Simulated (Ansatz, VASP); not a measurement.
**One calculation of C, two programs**

```
CELL_PARAMETERS angstrom
1.19733 0.69128 3.34701
-1.19733 0.69128 3.34701
0.00000 -1.38255 3.34701
ATOMIC_POSITIONS crystal
C 0.16400 0.16400 0.16400
C 0.83600 0.83600 0.83600
```

Change from the starting cell: strain -0.025 along x and y, +0.000 along z, atoms carried along.

Alike in both runs: task single point; functional r2SCAN; k mesh 12 × 12 × 12; occupations gaussian, width 0.05 eV; no spin polarisation.

```csv
,VASP,Ansatz
version,VASP 6.6.1,Ansatz 0.2.0
potentials or method,"VASP PAW PBE potentials, release 64 (C), cutoff 520 eV","scalar-relativistic, plane waves, PAW"
valence electrons in the cell,8,8
```

Ansatz gave:

* gap on the k mesh at the Fermi level (eV): 0.77
* least direct gap on the mesh (eV): 0.77
* pressure (GPa): 24.3
* traceless stress, the component that is largest in VASP (GPa): -23.57
* rms of the force components (eV/Å): 0.517

Question: Estimate VASP's values.

Answer: gap on the k mesh at the Fermi level (eV): 0.77; least direct gap on the mesh (eV): 0.77; pressure (GPa): 25.0; traceless stress, the component that is largest in VASP (GPa): -24.41; rms of the force components (eV/Å): 0.512.

VASP's potentials were made for PBE, not for r2SCAN. Atom by atom the forces differ by 0.005 eV/Å (rms over components).
